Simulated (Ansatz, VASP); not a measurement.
**Au: VASP beside Ansatz**

Contents of INCAR:

```
SYSTEM = Au
ALGO = Fast
EDIFF = 1E-6
ENCUT = 520
GGA = PS
ISIF = 2
ISMEAR = 0
LASPH = .True.
LCHARG = .False.
LREAL = .False.
LWAVE = .False.
NBANDS = 18
NELM = 80
PREC = Accurate
SIGMA = 0.15
```

KPOINTS

```
k-points
0
Gamma
  18 18 10
  0 0 0
```

The input POSCAR:

```
Au
1.0
    2.8999984104      0.0000000000      0.0000000000
   -1.4499992052      2.5114722944      0.0000000000
    0.0000000000      0.0000000000      4.7336000000
Au
2
Direct
    0.3333333333      0.6666666667      0.7500000000
    0.6666666667      0.3333333333      0.2500000000
```

Input for Ansatz:

```yaml
crystal:
  lattice:
    - [2.8999984104, 0.0, 0.0]
    - [-1.4499992052, 2.5114722944, 0.0]
    - [0.0, 0.0, 4.7336]
  atoms:
    - { symbol: Au, position: [0.3333333333, 0.6666666667, 0.75] }
    - { symbol: Au, position: [0.6666666667, 0.3333333333, 0.25] }
basis:
  ecutwfc: 420
kpoints:
  mp_grid: { grid: [18, 18, 10] }
hamiltonian:
  xc: pbesol
scf:
  occupations: { method: gaussian, width: 0.15 }
output:
  forces: true
  stress: true
  eigenvalues: true
```

Change from the starting cell: strain +0.000 along x and y, -0.030 along z, atoms carried along.

Alike in both runs: task single point; functional PBEsol; k mesh 18 × 18 × 10; occupations gaussian, width 0.15 eV; no spin polarisation.

|  | VASP | Ansatz |
| --- | --- | --- |
| version | VASP 6.6.1 | Ansatz 0.2.0 |
| potentials or method | VASP PAW PBE potentials, release 64 (Au), cutoff 520 eV | scalar-relativistic, plane waves, PAW |
| valence electrons in the cell | 22 | 38 |

```tsv
	VASP	Ansatz	Ansatz less VASP
gap on the k mesh at the Fermi level (eV)	none	none	-
pressure (GPa)	-2.2	-2.0	+0.20
traceless stress, the component that is largest in VASP (GPa)	1.39	1.41	+0.020
```

VASP's potentials were made for PBE, not for PBEsol. A gap of «none» marks a metal or a gap that the smearing closes. VASP's potentials hold 22 valence electrons a cell and Ansatz's 38, so a difference there can come from the potentials and not from the codes.

Spin-orbit coupling is off throughout.
